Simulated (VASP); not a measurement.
## C: single point with RPBE+D4

The system is C.

```
CELL_PARAMETERS angstrom
0.00000 1.77503 1.77503
1.77503 0.00000 1.77503
1.77503 1.77503 0.00000
ATOMIC_POSITIONS crystal
C 0.75000 0.75000 0.75000
C 0.50000 0.50000 0.50000
```

```json
{
 "Program": "VASP 6.6.1",
 "Task": "single point",
 "Functional": "RPBE",
 "Dispersion": "D4",
 "Potentials or basis": "VASP PAW PBE potentials, release 64 (C)",
 "Cutoff": "520 eV",
 "k mesh": "13 × 13 × 13",
 "Occupations": "fermi-dirac, width 0.05 eV",
 "Spin": "no spin polarisation"
}
```

```json
{
 "Pressure": "0.6 GPa",
 "Band gap on the k mesh": "4.17 eV, indirect (least direct gap 5.63 eV)",
 "Dispersion energy per atom": "-0.539 eV"
}
```

Levels at points of the mesh, in eV from the valence-band top:
| k point | band 1 | band 2 | band 3 | band 4 | band 5 | band 6 | band 7 | band 8 | band 9 |
| --- | --- | --- | --- | --- | --- | --- | --- | --- | --- |
| (0.00, 0.00, 0.00) | -21.75 | 0.00 | 0.00 | 0.00 | 5.63 | 5.63 | 5.63 | 13.60 | 19.59 |

It took 7.5 s on 1 thread of AMD EPYC 9R45 96-Core Processor (Zen 5), on a shared host, peak memory 0.09 GiB.

Caveat: the PAW data sets were made with another functional, which shifts forces and pressure a little. RPBE gaps usually lie below the measured ones, often by a third to a half.
